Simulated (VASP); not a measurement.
# Hf7TaO16 (a cell with a defect) in VASP: further runs, part 2 of 2

VASP 6.6.1.

### Step 4. Electric field gradients, r2SCAN

Input file POSCAR:

```
Hf7TaO16
1.0
    0.0000000000      5.1150000000      5.1150000000
    5.1150000000      0.0000000000      5.1150000000
    5.1150000000      5.1150000000      0.0000000000
Ta Hf O
1 7 16
Direct
    0.0000000000      0.0000000000      0.0000000000
    0.0000000000      0.0000000000      0.5000000000
    0.0000000000      0.5000000000      0.0000000000
    0.0000000000      0.5000000000      0.5000000000
    0.5000000000      0.0000000000      0.0000000000
    0.5000000000      0.0000000000      0.5000000000
    0.5000000000      0.5000000000      0.0000000000
    0.5000000000      0.5000000000      0.5000000000
    0.1211404243      0.1211404243      0.1211404243
    0.1211404243      0.1211404243      0.6365787270
    0.1211404243      0.6365787270      0.1211404243
    0.1205537651      0.6264820783      0.6264820783
    0.6365787270      0.1211404243      0.1211404243
    0.6264820783      0.1205537651      0.6264820783
    0.6264820783      0.6264820783      0.1205537651
    0.6264820783      0.6264820783      0.6264820783
    0.3735179217      0.3735179217      0.3735179217
    0.3735179217      0.3735179217      0.8794462349
    0.3735179217      0.8794462349      0.3735179217
    0.3634212730      0.8788595757      0.8788595757
    0.8794462349      0.3735179217      0.3735179217
    0.8788595757      0.3634212730      0.8788595757
    0.8788595757      0.8788595757      0.3634212730
    0.8788595757      0.8788595757      0.8788595757
```

Input file INCAR.step1:

```
SYSTEM = Hf7TaO16
PREC     = Accurate       ! precision mode
ENCUT    = 520            ! plane-wave cutoff, eV
ISMEAR   = -1             ! smearing method
SIGMA    = 0.01           ! smearing width, eV
LREAL    = Auto         
LASPH    = .True.         ! aspherical terms in the spheres
NELM     = 100            ! most SCF steps
NELECT   = 176.0        
NBANDS   = 106            ! bands
GGA      = PE             ! functional
ALGO     = Normal         ! electronic algorithm
EDIFF    = 1E-4           ! SCF threshold, eV
LWAVE    = .True.         ! write WAVECAR
LCHARG   = .False.        ! write CHGCAR
```

Input file INCAR.step2:

```
SYSTEM = Hf7TaO16
PREC     = Accurate       ! precision mode
ENCUT    = 520            ! plane-wave cutoff, eV
EDIFF    = 1E-8           ! SCF threshold, eV
ISMEAR   = -1             ! smearing method
SIGMA    = 0.01           ! smearing width, eV
LREAL    = Auto         
LASPH    = .True.         ! aspherical terms in the spheres
NELM     = 100            ! most SCF steps
ALGO     = Normal         ! electronic algorithm
ISIF     = 2              ! what is computed and relaxed
LWAVE    = .False.        ! write WAVECAR
LCHARG   = .False.        ! write CHGCAR
METAGGA  = R2SCAN         ! meta-GGA
LMIXTAU  = .True.       
LEFG     = .True.       
NELECT   = 176.0        
NBANDS   = 106            ! bands
ISTART   = 1
```

Input file KPOINTS:

```
Automatic mesh
0
Gamma
  3 3 3
  0 0 0
```

Potentials or basis: VASP PAW PBE potentials, release 64 (Ta_pv, Hf_pv, O).

The run is started by

```bash
$ cat potpaw_PBE.64/Ta_pv/POTCAR potpaw_PBE.64/Hf_pv/POTCAR potpaw_PBE.64/O/POTCAR > POTCAR
$ cp INCAR.step1 INCAR
$ mpirun -np 1 vasp_std > vasp.out
$ cp INCAR.step2 INCAR
$ mpirun -np 1 vasp_std > vasp.out
```

OUTCAR:

```text
SYSTEM = Hf7TaO16
   PREC = Accurate
   ENCUT = 520
   EDIFF = 1E-8
   ISMEAR = -1
   LREAL = Auto
   LASPH = .True.
   NELM = 100
   ISIF = 2
   METAGGA = R2SCAN
   NELECT = 176.0
   ISTART = 1

 ion  position               nearest neighbor table
   1  0.000  0.000  0.000-   9 2.15  24 2.15  11 2.15  13 2.15  20 2.15  22 2.15  23 2.15  10 2.15
                             5 3.62   2 3.62   3 3.62   2 3.62   4 3.62   6 3.62   3 3.62   4 3.62
   2  0.000  0.000  0.500-  12 2.21  14 2.21  19 2.21  21 2.21  10 2.24  23 2.24   9 2.24  24 2.24
                             6 3.62   1 3.62   4 3.62   1 3.62   3 3.62   5 3.62   3 3.62   4 3.62
   3  0.000  0.500  0.000-  12 2.21  15 2.21  18 2.21  21 2.21  11 2.24  22 2.24   9 2.24  24 2.24
                             7 3.62   1 3.62   4 3.62   2 3.62   4 3.62   8 3.62   1 3.62   2 3.62
   4  0.000  0.500  0.500-  12 2.21  16 2.21  17 2.21  21 2.21  10 2.24  11 2.24  22 2.24  23 2.24
[... 738 lines left out ...]
----------------------------------------------------------------------
 ion       V_xx      V_yy      V_zz     asymmetry (V_yy - V_xx)/ V_zz
----------------------------------------------------------------------
   1       0.001     0.001    -0.001       0.000
   2      28.423    12.507   -40.930       0.389
   3      28.423    12.507   -40.930       0.389
   4      28.424    12.507   -40.931       0.389
   5      28.423    12.507   -40.930       0.389
   6      28.424    12.507   -40.931       0.389
[... 16 lines left out ...]
  23      -9.980    -9.973    19.953       0.000
  24      -9.979    -9.979    19.958       0.000
----------------------------------------------------------------------

           NMR quadrupolar parameters

 Cq : quadrupolar parameter    Cq=e*Q*V_zz/h
 eta: asymmetry parameters     (V_yy - V_xx)/ V_zz
 Q  : nuclear electric quadrupole moment in mb (millibarn)
----------------------------------------------------------------------
 ion       Cq(MHz)       eta       Q (mb)
----------------------------------------------------------------------
   1      -0.000       0.000       1.000
   2      -0.099       0.389       1.000
   3      -0.099       0.389       1.000
   4      -0.099       0.389       1.000
   5      -0.099       0.389       1.000
   6      -0.099       0.389       1.000
[... 16 lines left out ...]
  23       0.048       0.000       1.000
  24       0.048       0.000       1.000
----------------------------------------------------------------------
```

OUTCAR.step1:

```text
SYSTEM = Hf7TaO16
   PREC = Accurate
   ENCUT = 520
   ISMEAR = -1
   LREAL = Auto
   LASPH = .True.
   NELM = 100
[... 690 lines left out ...]
      2.55750      5.11500      2.55750         0.000000      0.000000     -0.000000
[... 16 lines left out ...]
      6.35427      6.35427      8.99073         0.078826      0.078826     -0.078826
      8.99073      8.99073      8.99073        -0.078826     -0.078826     -0.078826
 -----------------------------------------------------------------------------------
    total drift:                               -0.000000     -0.000000      0.000000

  FREE ENERGIE OF THE ION-ELECTRON SYSTEM (eV)
  ---------------------------------------------------
  free  energy   TOTEN  =      -247.0384110077 eV

  energy  without entropy=     -247.0384110077  energy(sigma->0) =     -247.03841101
```

OSZICAR.step1:

```text
N       E                     dE             d eps       ncg     rms          rms(c)
DAV:   1     0.126499596084E+04    0.12650E+04   -0.99469E+04   856   0.167E+03
DAV:   2    -0.189733305815E+03   -0.14547E+04   -0.13917E+04  1040   0.443E+02
DAV:   3    -0.292514045626E+03   -0.10278E+03   -0.10202E+03   992   0.107E+02
DAV:   4    -0.294501122956E+03   -0.19871E+01   -0.19801E+01   968   0.158E+01
DAV:   5    -0.294548784069E+03   -0.47661E-01   -0.47581E-01   944   0.216E+00    0.119E+02
DAV:   6    -0.248021276616E+03    0.46528E+02   -0.25653E+02   976   0.451E+01    0.103E+02
DAV:   7    -0.247291027223E+03    0.73025E+00   -0.11533E+01   960   0.116E+01    0.707E+01
DAV:   8    -0.247192107846E+03    0.98919E-01   -0.23223E+00   944   0.615E+00    0.208E+01
DAV:   9    -0.247036445107E+03    0.15566E+00   -0.58487E-01   950   0.306E+00    0.500E+00
DAV:  10    -0.247038497281E+03   -0.20522E-02   -0.46490E-02  1064   0.710E-01    0.101E+00
DAV:  11    -0.247037716335E+03    0.78095E-03   -0.67808E-03  1000   0.338E-01    0.539E-01
DAV:  12    -0.247038231809E+03   -0.51547E-03   -0.13621E-03   928   0.123E-01    0.563E-02
DAV:  13    -0.247038369716E+03   -0.13791E-03   -0.17348E-04   680   0.506E-02    0.116E-01
DAV:  14    -0.247038411008E+03   -0.41292E-04   -0.79392E-05   544   0.320E-02
   1 F= -.24703841E+03 E0= -.24703841E+03  d E =-.487874E-12
```

It took 27 min on 1 thread of Intel Xeon Platinum 8488C (Sapphire Rapids), shared host; peak memory 0.47 GiB.

What came out:

```yaml
Free_energy: -554.3013 eV
Largest_force: 0.120 eV/Å
Largest_electric_field_gradient_by_atom: Ta +0.0; Hf -40.9, -0.0 (each value once); O +20.0, +7.6 (each value once) V/Å²
```

Forces on the atoms (eV/Å):
```
Ta   0.000  0.000  0.000
Hf   0.000  0.000  0.000
Hf   0.000  0.000  0.000
Hf   0.000  0.000  0.000
Hf   0.000  0.000  0.000
Hf   0.000  0.000  0.000
Hf   0.000  0.000  0.000
Hf   0.000  0.000  0.000
O    0.069  0.069  0.069
O   -0.069 -0.069  0.069
O   -0.069  0.069 -0.069
O    0.009 -0.009 -0.009
O    0.069 -0.069 -0.069
O   -0.009  0.009 -0.009
O   -0.009 -0.009  0.009
O    0.009  0.009  0.009
O   -0.009 -0.009 -0.009
O    0.009  0.009 -0.009
O    0.009 -0.009  0.009
O   -0.069  0.069  0.069
O   -0.009  0.009  0.009
O    0.069 -0.069  0.069
O    0.069  0.069 -0.069
O   -0.069 -0.069 -0.069
```

Levels at points of the mesh, in eV from the Fermi level:
```
           k point  band 86  band 87  band 88  band 89  band 90  band 91
(0.00, 0.00, 0.00)    -0.43    -0.29    -0.29     2.73     2.73     3.73
```

Electric field gradients, principal values (V/Å²):
```tsv
atom	least	middle	greatest (by size)
1 Ta	-0.001	0.001	0.001
2 Hf	12.507	28.423	-40.930
3 Hf	12.507	28.423	-40.930
4 Hf	12.507	28.424	-40.931
5 Hf	12.507	28.423	-40.930
6 Hf	12.507	28.424	-40.931
7 Hf	12.507	28.424	-40.931
8 Hf	0.000	0.000	-0.001
9 O	-9.979	-9.979	19.958
10 O	-9.973	-9.980	19.953
11 O	-9.973	-9.980	19.953
12 O	-3.797	-3.801	7.598
13 O	-9.973	-9.980	19.953
14 O	-3.797	-3.801	7.598
15 O	-3.797	-3.801	7.598
16 O	-3.802	-3.802	7.604
17 O	-3.802	-3.802	7.604
18 O	-3.797	-3.801	7.598
19 O	-3.797	-3.801	7.598
20 O	-9.973	-9.980	19.953
21 O	-3.797	-3.801	7.598
22 O	-9.973	-9.980	19.953
23 O	-9.973	-9.980	19.953
24 O	-9.979	-9.979	19.958
```

Caveat: the cell carries a net charge on a neutralising background, which shifts energy and pressure; the cell is charged against a uniform background, so pressure and absolute levels hang on convention; without QUAD_EFG the Cq values of the log hold for a quadrupole moment of 1 mb, not for the nuclei; the PAW data sets were made with another functional, which shifts forces and pressure a little; spin-orbit coupling is left out, which moves the levels of the heavy elements.
